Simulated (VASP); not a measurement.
Here is a VASP 6.6.1 calculation.

INCAR

```
PREC = Accurate
ENCUT = 520
EDIFF = 1E-7
ISMEAR = 0
SIGMA = 0.1
LREAL = F
LASPH = T
NELM = 80
ALGO = Normal
ISIF = 2
LWAVE = F
LCHARG = T
GGA = PE
LELF = T
LVHAR = T
NBANDS = 26
```

Contents of KPOINTS:

```
Automatic mesh
0
Gamma
  8 8 8
```

File POSCAR:

```
InTe4
1.0
   -3.5164618909      3.5164618909      3.5164618909
    3.5164618909     -3.5164618909      3.5164618909
    3.5164618909      3.5164618909     -3.5164618909
In Te
1 4
Direct
    0.0000000000      0.0000000000      0.0000000000
    0.5000000000      0.5000000000      0.5000000000
    0.5000000000      0.0000000000      0.0000000000
    0.0000000000      0.0000000000      0.5000000000
    0.0000000000      0.5000000000      0.0000000000
```

Potentials or basis: VASP PAW PBE potentials, release 64 (In_d, Te).

Run with:

```bash
$ cat potpaw_PBE.64/In_d/POTCAR potpaw_PBE.64/Te/POTCAR > POTCAR
$ mpirun -np 1 vasp_std > vasp.out
```

(1) What does it give for the pressure?

(2) What does it give for the band gap on the k mesh?

Results:

(1) 0.0 GPa.

(2) zero (an odd number of electrons rules out a gap without spin polarisation).

Caveat: spin-orbit coupling is left out, which moves the levels of the heavy elements.
